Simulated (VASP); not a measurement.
Set up this calculation in VASP 6.6.1, as the native input.

```yaml
Task: single point
Functional: PBE
Potentials_or_basis: VASP PAW PBE potentials, release 64 (Ta_pv, Ru_pv)
Cutoff: 520 eV
k_mesh: 6 × 6 × 6
Occupations: gaussian, width 0.1 eV
Spin: no spin polarisation
Dipole_correction: no
Further_INCAR_settings: ALGO = Fast; EDIFF = 1e-06; NBANDS = 26
```

The structure of TaRu2 lies in POSCAR:

```
TaRu2
1.0
    0.0000000000      2.9904224288      2.9904224288
    2.9904224288      0.0000000000      2.9904224288
    2.9904224288      2.9904224288      0.0000000000
Ta Ru
1 2
Direct
    0.5000000000      0.5000000000      0.5000000000
    0.7500000000      0.7500000000      0.7500000000
    0.2500000000      0.2500000000      0.2500000000
```

The cell was built from a structure type or drawn by symmetry, and may not be a known phase.

The input as run:

INCAR

```
SYSTEM = TaRu2
ALGO = Fast ; EDIFF = 1E-6
ENCUT = 520 ; GGA = PE
ISIF = 2 ; ISMEAR = 0
LASPH = .TRUE. ; LCHARG = .TRUE.
LELF = .TRUE. ; LREAL = .FALSE.
LVHAR = .TRUE. ; LWAVE = .FALSE.
NBANDS = 26 ; NELM = 80
PREC = Accurate ; SIGMA = 0.1
```

KPOINTS

```
k-points
0
G
  6 6 6
  0 0 0
```

Potentials or basis: VASP PAW PBE potentials, release 64 (Ta_pv, Ru_pv).

Command:

```console
$ cat potpaw_PBE.64/Ta_pv/POTCAR potpaw_PBE.64/Ru_pv/POTCAR > POTCAR
$ mpirun -np 1 vasp_std > vasp.out
```

Results of the run:

```json
{"Pressure": "0.3 GPa", "Band gap on the k mesh": "zero (an odd number of electrons rules out a gap without spin polarisation)"}
```

Caveat: spin-orbit coupling is left out, which moves the levels of the heavy elements.

Wall time 26 s on 1 thread of Intel Xeon 8259CL (shared host), peak memory 0.19 GiB.
